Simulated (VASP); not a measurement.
# TiC (Pm-3m) in VASP: further runs

TiC is run at these levels: PBE; tasks: single point.

Program: VASP 6.6.1. These are calculated values, not measurements. Logs are shortened: lines on timing, memory, paths and dates and some standing lists are left out, and cuts for length are marked.

## 1. The cell of the first run

The structure is cubic, space group Pm-3m (No. 221). Conventional cell: a = 2.679 Å, b = 2.679 Å, c = 2.679 Å, α = 90.00°, β = 90.00°, γ = 90.00°. Within 3.1 Å of Ti (site symmetry m-3m) lie 8 C at 2.32 Å and 6 Ti at 2.68 Å. C (site symmetry m-3m) has 8 Ti at 2.32 Å and 6 C at 2.68 Å within 3.1 Å.

## 2. Single point, PBE

The input, INCAR:

```
ALGO = Normal ; EDIFF = 1E-6
ENCUT = 600 ; GGA = PE
GGA_COMPAT = False ; ISIF = 2
ISMEAR = 0 ; LASPH = True
LCHARG = False ; LREAL = False
LWAVE = False ; NBANDS = 15
NELM = 120 ; PREC = Accurate
SIGMA = 0.05
```

The input, KPOINTS:

```
k-points
0
Gamma
  6 6 6
```

The input, POSCAR:

```
TiC
1.0
    2.6794825993      0.0000000000      0.0000000000
    0.0000000000      2.6794825993      0.0000000000
    0.0000000000      0.0000000000      2.6794825993
Ti C
1 1
Direct
    0.0000000000      0.0000000000      0.0000000000
    0.5000000000      0.5000000000      0.5000000000
```

Potentials or basis: VASP PAW PBE potentials, release 64 (Ti_sv, C).

On the command line:

```sh
> cat potpaw_PBE.64/Ti_sv/POTCAR potpaw_PBE.64/C/POTCAR > POTCAR
> mpirun -np 1 vasp_std > vasp.out
```

OUTCAR:

```text
EDIFF = 1E-6
   ENCUT = 600
   GGA = PE
   ISIF = 2
   ISMEAR = 0
   LASPH = True
   LREAL = False
   NELM = 120
   PREC = Accurate

 ion  position               nearest neighbor table
   1  0.000  0.000  0.000-   2 2.32   2 2.32   2 2.32   2 2.32   2 2.32   2 2.32   2 2.32   2 2.32

   2  0.500  0.500  0.500-   1 2.32   1 2.32   1 2.32   1 2.32   1 2.32   1 2.32   1 2.32   1 2.32

  LATTYP: Found a simple cubic cell.
 ALAT       =     2.6794825993

  Lattice vectors:

 A1 = (   2.6794825993,   0.0000000000,   0.0000000000)
 A2 = (   0.0000000000,   2.6794825993,   0.0000000000)
 A3 = (   0.0000000000,   0.0000000000,   2.6794825993)

Analysis of symmetry for initial positions (statically):
=====================================================================
 Subroutine PRICEL returns:
 Original cell was already a primitive cell.

 Routine SETGRP: Setting up the symmetry group for a
 simple cubic supercell.

 Subroutine GETGRP returns: Found 48 space group operations
 (whereof 48 operations were pure point group operations)
 out of a pool of 48 trial point group operations.

The static configuration has the point symmetry O_h .

Analysis of symmetry for dynamics (positions and initial velocities):
=====================================================================
 Subroutine PRICEL returns:
 Original cell was already a primitive cell.

 Routine SETGRP: Setting up the symmetry group for a
 simple cubic supercell.

 Subroutine GETGRP returns: Found 48 space group operations
 (whereof 48 operations were pure point group operations)
 out of a pool of 48 trial point group operations.

The dynamic configuration has the point symmetry O_h .

 Subroutine INISYM returns: Found 48 space group operations
 (whereof 48 operations are pure point group operations),
 and found     1 'primitive' translations

----------------------------------------------------------------------------------------

                                     Primitive cell

  volume of cell :      19.2377

  direct lattice vectors                    reciprocal lattice vectors
     2.679482599  0.000000000  0.000000000     0.373206380  0.000000000  0.000000000
     0.000000000  2.679482599  0.000000000     0.000000000  0.373206380  0.000000000
     0.000000000  0.000000000  2.679482599     0.000000000  0.000000000  0.373206380

  length of vectors
     2.679482599  2.679482599  2.679482599     0.373206380  0.373206380  0.373206380

  position of ions in fractional coordinates (direct lattice)
     0.000000000  0.000000000  0.000000000
     0.500000000  0.500000000  0.500000000

  ion indices of the primitive-cell ions
[... 83 lines left out ...]
   EMIN   =  10.00;   EMAX   =-10.00  energy-range for DOS
   EFERMI =   0.00;   METHOD = LEGACY
   ISMEAR =     0;   SIGMA  =   0.05  broadening in eV -4-tet -1-fermi 0-gaus
   EFERMI_NEDOS =   21; number of points for ismear=-14 and -15
   IALGO  =     38    algorithm
   IMIX   =      4    mixing-type and parameters
     AMIX     =   0.40;   BMIX     =  1.00
     AMIX_MAG =   1.60;   BMIX_MAG =  1.00
  volume/ion in A,a.u.               =       9.62        64.91
  Fermi-wavevector in a.u.,A,eV,Ry     =   1.539562  2.909351 32.249230  2.370252
  Thomas-Fermi vector in A             =   2.645773
   LORBIT       =      0    0 simple, 1 ext, 2 COOP (PROOUT), +10 PAW based schemes
   GGA     = PE    functional components
   LHFCALC =     F    Hartree Fock is set to
   AEXX    =    0.0000 exact exchange contribution
   IVDW    =     0    specifies the selected vdW correction
   LEPSILON=     F    determine dielectric tensor
   LRPA    =     F    only Hartree local field effects (RPA)
 non-spin polarized calculation
 Gauss-broadening in eV      SIGMA  =   0.05
  energy-cutoff  :      600.00
  volume of cell :       19.24
 maximum number of plane-waves:       656
 NGX is ok and might be reduce to    24
   NGX = 11   NGY = 11   NGZ = 11

 number of electron      15.9999998 magnetization

 Free energy of the ion-electron system (eV)
  ---------------------------------------------------
  ext. energy  EPLUGINS =         0.00000000
  ---------------------------------------------------
  free energy    TOTEN  =       -16.36172011 eV

  energy without entropy =      -16.35970464  energy(sigma->0) =      -16.36071237

 E-fermi :  10.6202     XC(G=0): -13.0712

 val. band max:       10.4864343139   @ k =   0.1667   0.1667   0.0000
 cond. band min:      10.6418077424   @ k =   0.5000   0.5000   0.1667
 fundamental gap:      0.1553734285
 Fermi energy:        10.6202082666

 k-point     1 :       0.0000    0.0000    0.0000
  band No.  band energies     occupation
      1     -46.1345      2.00000
      2     -21.9967      2.00000
      3     -21.9967      2.00000
      4     -21.9967      2.00000
      5      -2.7517      2.00000
      6       8.8568      2.00000
      7       8.8568      2.00000
      8      11.9832      0.00000
      9      11.9832      0.00000
     10      11.9832      0.00000
     11      13.9584      0.00000
     12      13.9584      0.00000
     13      13.9584      0.00000
     14      21.3588      0.00000
[... 329 lines left out ...]
      2     -22.5446      2.00000
      3     -22.5446      2.00000
      4     -22.5446      2.00000
      5       3.8795      2.00000
      6       4.9133      2.00000
      7       4.9133      2.00000
      8       4.9133      2.00000
      9      15.3545      0.00000
     10      15.3545      0.00000
     11      17.6188      0.00000
     12      17.6188      0.00000
     13      17.6188      0.00000
     14      19.4836      0.00000
     15      19.4836      0.00000

------------------------ aborting loop because EDIFF is reached ----------------------------------------

  FORCE on cell =-STRESS in cart. coord.  units (eV):
  Direction    XX          YY          ZZ          XY          YZ          ZX
  --------------------------------------------------------------------------------------
  -------------------------------------------------------------------------------------
  Total        0.8562332      0.8562332      0.8562332      0.0000000      0.0000000     -0.0000000
  in kB       71.3098953     71.3098953     71.3098953      0.0000000      0.0000000     -0.0000000
  external PRESSURE =      71.3098953 kB  Pullay stress =       0.0000000 kB

 VOLUME and BASIS-vectors are now :
 -----------------------------------------------------------------------------
  energy-cutoff  :      600.00
  volume of cell :       19.24
      direct lattice vectors                 reciprocal lattice vectors
     2.679482599  0.000000000  0.000000000     0.373206380  0.000000000  0.000000000
     0.000000000  2.679482599  0.000000000     0.000000000  0.373206380  0.000000000
     0.000000000  0.000000000  2.679482599     0.000000000  0.000000000  0.373206380

 POSITION                                       TOTAL-FORCE (eV/Angst)
 -----------------------------------------------------------------------------------
      0.00000      0.00000      0.00000         0.000000      0.000000      0.000000
      1.33974      1.33974      1.33974         0.000000      0.000000      0.000000
 -----------------------------------------------------------------------------------
    total drift:                               -0.000000      0.000000      0.000000

  FREE ENERGIE OF THE ION-ELECTRON SYSTEM (eV)
  ---------------------------------------------------
  free  energy   TOTEN  =       -16.3617201065 eV

  energy  without entropy=      -16.3597046403  energy(sigma->0) =      -16.36071237
```

OSZICAR:

```text
N       E                     dE             d eps       ncg     rms          rms(c)
DAV:   1     0.130862631377E+03    0.13086E+03   -0.87352E+03   600   0.142E+03
DAV:   2    -0.131815354536E+02   -0.14404E+03   -0.13381E+03   642   0.364E+02
DAV:   3    -0.217145820609E+02   -0.85330E+01   -0.83326E+01   878   0.830E+01
DAV:   4    -0.218867260934E+02   -0.17214E+00   -0.17212E+00   657   0.119E+01
DAV:   5    -0.218901062369E+02   -0.33801E-02   -0.33800E-02   806   0.144E+00    0.172E+01
DAV:   6    -0.190989920004E+02    0.27911E+01   -0.10907E+01   800   0.584E+01    0.126E+01
DAV:   7    -0.164005603096E+02    0.26984E+01   -0.47980E+00   730   0.305E+01    0.517E+00
DAV:   8    -0.163952363757E+02    0.53239E-02   -0.22371E-01   635   0.368E+00    0.437E+00
DAV:   9    -0.163702878128E+02    0.24949E-01   -0.19492E-01   811   0.595E+00    0.107E+00
DAV:  10    -0.163660150212E+02    0.42728E-02   -0.12737E-02   670   0.124E+00    0.799E-01
DAV:  11    -0.163620764416E+02    0.39386E-02   -0.78783E-03   678   0.150E+00    0.286E-01
DAV:  12    -0.163617218262E+02    0.35462E-03   -0.10999E-03   719   0.311E-01    0.548E-02
DAV:  13    -0.163617340573E+02   -0.12231E-04   -0.30350E-05   722   0.761E-02    0.418E-02
DAV:  14    -0.163617202523E+02    0.13805E-04   -0.23602E-05   814   0.784E-02    0.704E-03
DAV:  15    -0.163617201065E+02    0.14580E-06   -0.10169E-06   560   0.117E-02
   1 F= -.16361720E+02 E0= -.16360712E+02  d E =-.201547E-02
```

stdout:

```text
POSCAR found type information on POSCAR TiC
 POSCAR found :  2 types and       2 ions
 scaLAPACK will be used
 LDA part: xc-table for (Slater+PW92), standard interpolation
 POSCAR, INCAR and KPOINTS ok, starting setup
 FFT: planning ... GRIDC
 FFT: planning ... GRID_SOFT
 FFT: planning ... GRID
 WAVECAR not read
 entering main loop
```

It took 14 s on 1 thread of AMD EPYC 7R13 (Zen 3), shared host; peak memory 0.1 GiB.

What came out:

| Item | Value |
| --- | --- |
| Free energy | -16.3617 eV |
| Pressure | 7.1 GPa |
| Band gap on the k mesh | zero (band 8 reaches 11.98 eV, above the bottom of band 9 at 9.81 eV) |

Caveat: the k points lie up to 0.39 Å⁻¹ apart.

## 3. Single point, PBE

This run uses another cell than the first one, of 10.19 Å³/atom, 1.059 times its volume.

The input, INCAR:

```
SYSTEM = TiC
  ALGO = Normal
  EDIFF = 1E-6
  ENCUT = 600
  GGA = PE
  GGA_COMPAT = .False.
  ISIF = 2
  ISMEAR = 0
  LASPH = .True.
  LCHARG = .False.
  LREAL = .False.
  LWAVE = .False.
  NBANDS = 15
  NELM = 120
  PREC = Accurate
  SIGMA = 0.05
```

The input, KPOINTS:

```
k-points
0
Gamma
  6 6 6
  0 0 0
```

The input, POSCAR:

```
TiC
1.0
    2.7312385822      0.0000000000      0.0000000000
    0.0000000000      2.7312385822      0.0000000000
    0.0000000000      0.0000000000      2.7312385822
Ti C
1 1
Direct
    0.0000000000      0.0000000000      0.0000000000
    0.5000000000      0.5000000000      0.5000000000
```

Potentials or basis: VASP PAW PBE potentials, release 64 (Ti_sv, C).

On the command line:

```sh
> cat potpaw_PBE.64/Ti_sv/POTCAR potpaw_PBE.64/C/POTCAR > POTCAR
> mpirun -np 1 vasp_std > vasp.out
```

Wall time 13 s (1 thread of AMD EPYC 7R13 (Zen 3), shared host); peak memory 0.11 GiB.

It converged, with:

```
Free energy            : -16.3669 eV
Pressure               : -5.6 GPa
Band gap on the k mesh : zero (band 8 reaches 11.20 eV, above the bottom of band 9 at 9.16 eV)
```

Levels at points of the mesh, in eV from the Fermi level:
| k point | band 5 | band 6 | band 7 | band 8 | band 9 | band 10 | band 11 | band 12 |
| --- | --- | --- | --- | --- | --- | --- | --- | --- |
| (0.00, 0.00, 0.00) | -13.00 | -1.59 | -1.59 | 1.32 | 1.32 | 1.32 | 3.13 | 3.13 |
| (0.50, 0.00, 0.00) | -10.14 | -6.39 | -1.02 | -1.02 | -0.71 | 3.35 | 4.12 | 6.22 |
| (0.50, 0.50, 0.00) | -9.89 | -3.30 | -3.30 | -0.68 | 1.67 | 1.67 | 2.63 | 3.59 |
| (0.50, 0.50, 0.50) | -6.77 | -5.31 | -5.31 | -5.31 | 4.41 | 4.41 | 6.56 | 6.56 |

Caveat: the k points lie up to 0.38 Å⁻¹ apart.

[end of part 1 of 2]
